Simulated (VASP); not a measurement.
Set up this calculation in VASP 6.6.1, as the native input.

| Property | Result |
| --- | --- |
| Task | single point |
| Functional | r2SCAN |
| Potentials or basis | VASP PAW PBE potentials, release 64 (Al) |
| Cutoff | 520 eV |
| k mesh | 8 × 8 × 8 |
| Occupations | methfessel-paxton, width 0.05 eV |
| Spin | no spin polarisation |
| Dipole correction | no |
| Further INCAR settings | ALGO = Normal; EDIFF = 1e-06; NBANDS = 8 |

Al:

```
CELL_PARAMETERS angstrom
0.04789 1.96914 2.02685
2.04326 -0.00835 2.08310
2.04058 2.02271 -0.00568
ATOMIC_POSITIONS crystal
Al 0.00598 0.98688 0.02117
```

The input as run:

POSCAR

```
Al
1.0
    0.0478940000      1.9691420000      2.0268530000
    2.0432560000     -0.0083540000      2.0831010000
    2.0405820000      2.0227150000     -0.0056790000
Al
1
Direct
    0.0059780000     -0.0131190000      0.0211680000
```

INCAR.step1

```
SYSTEM = Al
PREC = Accurate
ENCUT = 520
ISMEAR = 1
SIGMA = 0.05
LREAL = .FALSE.
LASPH = .TRUE.
NELM = 100
NBANDS = 8
GGA = PE
ALGO = Normal
EDIFF = 1E-4
LWAVE = .TRUE.
LCHARG = .FALSE.
```

INCAR.step2

```
SYSTEM = Al
PREC = Accurate
ENCUT = 520
EDIFF = 1E-6
ISMEAR = 1
SIGMA = 0.05
LREAL = .FALSE.
LASPH = .TRUE.
NELM = 100
ALGO = Normal
ISIF = 2
LWAVE = .FALSE.
LCHARG = .FALSE.
METAGGA = R2SCAN
LMIXTAU = .TRUE.
NBANDS = 8
ISTART = 1
```

KPOINTS

```
Automatic mesh
0
G
  8 8 8
  0 0 0
```

Potentials or basis: VASP PAW PBE potentials, release 64 (Al).

Run with:

```sh
$ cat potpaw_PBE.64/Al/POTCAR > POTCAR
$ cp INCAR.step1 INCAR
$ mpirun -np 1 vasp_std > vasp.out
$ cp INCAR.step2 INCAR
$ mpirun -np 1 vasp_std > vasp.out
```

Results of the run:

```yaml
Pressure: -3.5 GPa
```

Caveat: the PAW data sets were made with another functional, which shifts forces and pressure a little.

Wall time 80 s on 1 thread of Intel(R) Xeon(R) Platinum 8259CL CPU @ 2.50GHz (Skylake/Cascade Lake), on a shared host, peak memory 0.15 GiB.
